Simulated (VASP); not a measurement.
# Nb (P-1) in VASP: single point with B3LYP

Aim: the single point of Nb with B3LYP.

Everything below comes from runs of VASP 6.6.1. Logs are shortened: lines on timing, memory, paths and dates and some standing lists are left out, and cuts for length are marked.

### 1 The cell of the first run

The typed cell holds 1 atom: a = 2.707 Å, b = 3.357 Å, c = 2.926 Å, α = 126.55°, β = 106.47°, γ = 102.66°.

### 2 Single point, B3LYP

The input, POSCAR:

```
Nb
1.0
   -1.4545883700      1.6009203400      1.6273015200
    1.6190107300     -1.9818268200      2.1726303600
    1.2182993000      1.7455377500     -2.0082080000
Nb
1
Direct
    0.0000000000      0.0000000000      0.0000000000
```

The input, INCAR.step1:

```
SYSTEM = Nb
  PREC = Accurate
  ENCUT = 520
  EDIFF = 1E-5
  ISMEAR = -1
  SIGMA = 0.05
  LREAL = .FALSE.
  LASPH = .TRUE.
  NELM = 100
  ALGO = Normal
  ISIF = 2
  LWAVE = .TRUE.
  NBANDS = 12
  GGA = PE
  KPAR = 4
```

The input, INCAR.step2:

```
SYSTEM = Nb
  PREC = Accurate
  ENCUT = 520
  EDIFF = 1E-7
  ISMEAR = -1
  SIGMA = 0.05
  LREAL = .FALSE.
  LASPH = .TRUE.
  NELM = 100
  ALGO = Normal
  ISIF = 2
  LWAVE = .FALSE.
  LCHARG = .TRUE.
  GGA = B3
  LHFCALC = .TRUE.
  AEXX = 0.2
  AGGAX = 0.72
  AGGAC = 0.81
  ALDAC = 0.19
  PRECFOCK = Normal
  LVHAR = .TRUE.
  NBANDS = 12
  ISTART = 1
  KPAR = 4
```

The input, KPOINTS:

```
regular mesh
0
G
  6 6 7
  0 0 0
```

Potentials or basis: VASP PAW PBE potentials, release 64 (Nb_sv).

The run is started by

```sh
> cat potpaw_PBE.64/Nb_sv/POTCAR > POTCAR
> cp INCAR.step1 INCAR
> mpirun -np 4 vasp_std > vasp.out
> cp INCAR.step2 INCAR
> mpirun -np 4 vasp_std > vasp.out
```

OUTCAR:

```text
SYSTEM = Nb
   PREC = Accurate
   ENCUT = 520
   EDIFF = 1E-7
   ISMEAR = -1
   LREAL = .FALSE.
   LASPH = .TRUE.
   NELM = 100
   ISIF = 2
   GGA = B3
   LHFCALC = .TRUE.
   AEXX = 0.2
   PRECFOCK = Normal
   ISTART = 1

 ion  position               nearest neighbor table
   1  0.000  0.000  0.000-

  LATTYP: Found a triclinic cell.
 ALAT       =     2.7068216598
 B/A-ratio  =     1.6678830294
 C/A-ratio  =     3.0197523394
 COS(alpha) =     0.0039638989
 COS(beta)  =     0.5989314928
 COS(gamma) =     0.7833223595

  Lattice vectors:

 A1 = (  -1.4545883700,   1.6009203400,   1.6273015200)
 A2 = (  -2.6728876700,  -0.1446174100,   3.6355095200)
 A3 = (   0.9101435200,   8.0575474500,   1.0299109200)

Analysis of symmetry for initial positions (statically):
=====================================================================
 Subroutine PRICEL returns:
 Original cell was already a primitive cell.

 Routine SETGRP: Setting up the symmetry group for a
 triclinic supercell.

 Subroutine GETGRP returns: Found  2 space group operations
 (whereof  2 operations were pure point group operations)
 out of a pool of  2 trial point group operations.

The static configuration has the point symmetry S_2 .

Analysis of symmetry for dynamics (positions and initial velocities):
=====================================================================
 Subroutine PRICEL returns:
 Original cell was already a primitive cell.

 Routine SETGRP: Setting up the symmetry group for a
 triclinic supercell.

 Subroutine GETGRP returns: Found  2 space group operations
 (whereof  2 operations were pure point group operations)
 out of a pool of  2 trial point group operations.

The dynamic configuration has the point symmetry S_2 .

 Subroutine INISYM returns: Found  2 space group operations
 (whereof  2 operations are pure point group operations),
 and found     1 'primitive' translations

----------------------------------------------------------------------------------------

                                     Primitive cell

  volume of cell :      17.6977

  direct lattice vectors                    reciprocal lattice vectors
    -1.454588370  1.600920340  1.627301520     0.010595277  0.333276093  0.296111867
     1.619010730 -1.981826820  2.172630360     0.342162717  0.053033731  0.253673413
     1.218299300  1.745537750 -2.008208000     0.378762966  0.327437888  0.016433482

  length of vectors
     2.706821660  3.356956355  2.926440601     0.445945570  0.429229661  0.500946119

  position of ions in fractional coordinates (direct lattice)
     0.000000000  0.000000000  0.000000000

  ion indices of the primitive-cell ions
   primitive index   ion index
                 1           1

----------------------------------------------------------------------------------------

 KPOINTS: regular mesh

Automatic generation of k-mesh.
 Grid dimensions read from file:
 generate k-points for:    6    6    7

 Generating k-lattice:

  Cartesian coordinates                     Fractional coordinates (reciprocal lattice)
     0.001765880  0.055546015  0.049351978     0.166666667  0.000000000  0.000000000
     0.057027120  0.008838955  0.042278902     0.000000000  0.166666667  0.000000000
     0.054108995  0.046776841  0.002347640    -0.000000000 -0.000000000  0.142857143

  Length of vectors
     0.074324262  0.071538277  0.071563731

  Shift w.r.t. Gamma in fractional coordinates (k-lattice)
     0.000000000  0.000000000  0.000000000

 Subroutine IBZKPT returns following result:
 ===========================================

 Found    128 irreducible k-points:

 Following reciprocal coordinates:
            Coordinates               Weight
  0.000000  0.000000  0.000000      1.000000
  0.166667 -0.000000  0.000000      2.000000
  0.333333  0.000000  0.000000      2.000000
  0.500000  0.000000  0.000000      1.000000
 -0.000000  0.166667  0.000000      2.000000
  0.166667  0.166667  0.000000      2.000000
[... 16 lines left out ...]
  0.333333  0.000000  0.142857      2.000000
  0.500000  0.000000  0.142857      2.000000
 [... further k-points ...]
   k-points           NKPTS =    128   k-points in BZ     NKDIM =    252   number of bands    NBANDS=     12
   number of dos      NEDOS =    301   number of ions     NIONS =      1
   total plane-waves  NPLWV =  13440
   dimension x,y,z NGX =    20 NGY =   28 NGZ =   24
   dimension x,y,z NGXF=    40 NGYF=   56 NGZF=   48
   ions per type =               1
   NGX,Y,Z   is equivalent  to a cutoff of  12.28, 13.87, 13.63 a.u.
   NGXF,Y,Z  is equivalent  to a cutoff of  24.57, 27.73, 27.27 a.u.
 SYSTEM =  Nb
   PREC   = accura    normal or accurate (medium, high low for compatibility)
   ISTART =      1    job   : 0-new  1-cont  2-samecut
   ICHARG =      0    charge: 1-file 2-atom 10-const
   ISPIN  =      1    spin polarized calculation?
   LNONCOLLINEAR =      F non collinear calculations
   LSORBIT =      F    spin-orbit coupling
   LASPH  =      T    aspherical Exc in radial PAW
   ENCUT  =  520.0 eV  38.22 Ry    6.18 a.u.   5.03  6.24  5.44*2*pi/ulx,y,z
   NELM   =    100;   NELMIN=  2; NELMDL=  0     # of ELM steps
   EDIFF  = 0.1E-06   stopping-criterion for ELM
   LREAL  =      F    real-space projection
   EDIFFG = 0.1E-05   stopping-criterion for IOM
   NSW    =      0    number of steps for IOM
   IBRION =     -1    ionic relax: 0-MD 1-quasi-New 2-CG
   NFREE  =      0    steps in history (QN), initial steepest desc. (CG)
   ISIF   =      2    stress and relaxation
   ISYM   =      3    0-nonsym 1-usesym 2-fastsym
   POTIM  = 0.5000    time-step for ionic-motion
   TEBEG  =    0.0;   TEEND  =   0.0 temperature during run
   PSTRESS=    0.0 pullay stress
   NELECT =      13.0000    total number of electrons
   NUPDOWN=      -1.0000    fix difference up-down
   EMIN   =  10.00;   EMAX   =-10.00  energy-range for DOS
   EFERMI =   0.00;   METHOD = LEGACY
   ISMEAR =    -1;   SIGMA  =   0.05  broadening in eV -4-tet -1-fermi 0-gaus
   EFERMI_NEDOS =   21; number of points for ismear=-14 and -15
   IALGO  =     38    algorithm
   IMIX   =      1    mixing-type and parameters
     AMIX     =   0.40;   BMIX     =  1.00
     AMIX_MAG =   1.60;   BMIX_MAG =  1.00
  volume/ion in A,a.u.               =      17.70       119.43
  Fermi-wavevector in a.u.,A,eV,Ry     =   1.477124  2.791359 29.686481  2.181895
  Thomas-Fermi vector in A             =   2.591566
   LORBIT       =      0    0 simple, 1 ext, 2 COOP (PROOUT), +10 PAW based schemes
   GGA     = B3    functional components
   LHFCALC =     T    Hartree Fock is set to
   PRECFOCK=normal    Normal, Fast or Accurate (Low or Medium for compatibility)
   ENCUT4O =  -1.0   cutoff for four orbital integrals eV
   NKREDX  =     1    reduce k-point grid by
   NKREDY  =     1    reduce k-point grid by
   NKREDZ  =     1    reduce k-point grid by
   AEXX    =    0.2000 exact exchange contribution
   HFSCREEN=    0.0000 screening length (either q_TF or 0.3 A-1)
   HFSCREENC=   0.0000 screening length for correlation (either q_TF or 0.3 A-1)
   ENCUTFOCK=  -1.0 apply spherical cutoff to Coloumb kernel
   IVDW    =     0    specifies the selected vdW correction
   LEPSILON=     F    determine dielectric tensor
   LRPA    =     F    only Hartree local field effects (RPA)
 non-spin polarized calculation
  energy-cutoff  :      520.00
  volume of cell :       17.70
 maximum number of plane-waves:       490
  NGX = 16; NGY = 20; NGZ = 18

 number of electron      13.0000000 magnetization

 Free energy of the ion-electron system (eV)
  ---------------------------------------------------
  ext. energy  EPLUGINS =         0.00000000
  ---------------------------------------------------
  free energy    TOTEN  =       -10.87400242 eV

  energy without entropy =      -10.87313415  energy(sigma->0) =      -10.87356828

 E-fermi :  12.1071     XC(G=0):  -9.9781

 val. band max:       12.0979905865   @ k =  -0.1667   0.5000   0.1429
 cond. band min:      12.3973577935   @ k =   0.1667   0.3333   0.1429
 fundamental gap:      0.2993672070
 Fermi energy:        12.1071274101

 k-point     1 :       0.0000    0.0000    0.0000
  band No.  band energies     occupation
      1     -46.0743      2.00000
      2     -20.5685      2.00000
      3     -19.9150      2.00000
      4     -19.7186      2.00000
      5       4.8970      2.00000
      6       8.9673      2.00000
      7      11.2640      2.00000
      8      14.3393      0.00000
      9      16.1580      0.00000
     10      17.8779      0.00000
     11      25.0322      0.00000
     12      26.9598      0.00000

 k-point     2 :       0.1667   -0.0000    0.0000
  band No.  band energies     occupation
      1     -45.9536      2.00000
      2     -20.5219      2.00000
      3     -20.3792      2.00000
      4     -20.0825      2.00000
      5       6.1253      2.00000
      6       9.9050      2.00000
      7      12.4957      0.00084
      8      13.2797      0.00000
      9      15.6103      0.00000
     10      16.3571      0.00000
     11      27.0838      0.00000
     12      29.8043      0.00000

 k-point     3 :       0.3333    0.0000    0.0000
  band No.  band energies     occupation
      1     -45.7038      2.00000
      2     -21.6205      2.00000
      3     -20.5034      2.00000
      4     -20.2882      2.00000
      5       7.4002      2.00000
      6      10.1403      2.00000
      7      13.3189      0.00000
      8      14.4938      0.00000
      9      15.3527      0.00000
     10      17.0840      0.00000
     11      25.5463      0.00000
     12      27.7730      0.00000
[... 286 lines left out ...]
 k-point    23 :       0.3333    0.0000    0.1429
  band No.  band energies     occupation
      1     -45.5908      2.00000
      2     -21.9629      2.00000
      3     -20.6715      2.00000
      4     -20.4324      2.00000
      5       8.0001      2.00000
      6      10.6630      2.00000
      7      12.5861      0.00014
      8      14.0111      0.00000
      9      15.7204      0.00000
     10      20.1840      0.00000
     11      25.9455      0.00000
     12      27.1996      0.00000

 k-point    24 :       0.5000    0.0000    0.1429
  band No.  band energies     occupation
      1     -45.5901      2.00000
      2     -21.9125      2.00000
      3     -20.7501      2.00000
      4     -20.4133      2.00000
      5       8.0413      2.00000
      6      11.2993      2.00000
      7      11.7947      1.99614
      8      13.2918      0.00000
      9      15.5046      0.00000
     10      20.7086      0.00000
     11      25.8567      0.00000
     12      27.2684      0.00000

 [... further k-points ...]

------------------------ aborting loop because EDIFF is reached ----------------------------------------

  FORCE on cell =-STRESS in cart. coord.  units (eV):
  Direction    XX          YY          ZZ          XY          YZ          ZX
  --------------------------------------------------------------------------------------
  -------------------------------------------------------------------------------------
  Total        3.1393621      0.4243717      0.5681089     -0.0373856      1.0203659     -0.0481770
  in kB      284.2070657     38.4184530     51.4310119     -3.3845253     92.3739262     -4.3614716
  external PRESSURE =     124.6855102 kB  Pullay stress =       0.0000000 kB

 VOLUME and BASIS-vectors are now :
 -----------------------------------------------------------------------------
  energy-cutoff  :      520.00
  volume of cell :       17.70
      direct lattice vectors                 reciprocal lattice vectors
    -1.454588370  1.600920340  1.627301520     0.010595277  0.333276093  0.296111867
     1.619010730 -1.981826820  2.172630360     0.342162717  0.053033731  0.253673413
     1.218299300  1.745537750 -2.008208000     0.378762966  0.327437888  0.016433482

 POSITION                                       TOTAL-FORCE (eV/Angst)
 -----------------------------------------------------------------------------------
      0.00000      0.00000      0.00000         0.000000      0.000000      0.000000
 -----------------------------------------------------------------------------------
    total drift:                                0.000000      0.000000     -0.000000

  FREE ENERGIE OF THE ION-ELECTRON SYSTEM (eV)
  ---------------------------------------------------
  free  energy   TOTEN  =       -10.8740024199 eV

  energy  without entropy=      -10.8731341493  energy(sigma->0) =      -10.87356828
```

Wall time 39 min (4 MPI ranks of Oxide Virtual Turin-like, shared host); peak memory 0.14 GiB.

What came out:

```yaml
Free_energy: -10.8740 eV
Pressure: 12.5 GPa
Band_gap_on_the_k_mesh: zero (an odd number of electrons rules out a gap without spin polarisation)
```

Caveat: the k points lie up to 0.45 Å⁻¹ apart, too coarse for converged energies and pressures of a metal; the PAW data sets were made with another functional, which shifts forces and pressure a little.

The gap in the log of VASP goes by the Fermi energy; the results here count the filled bands.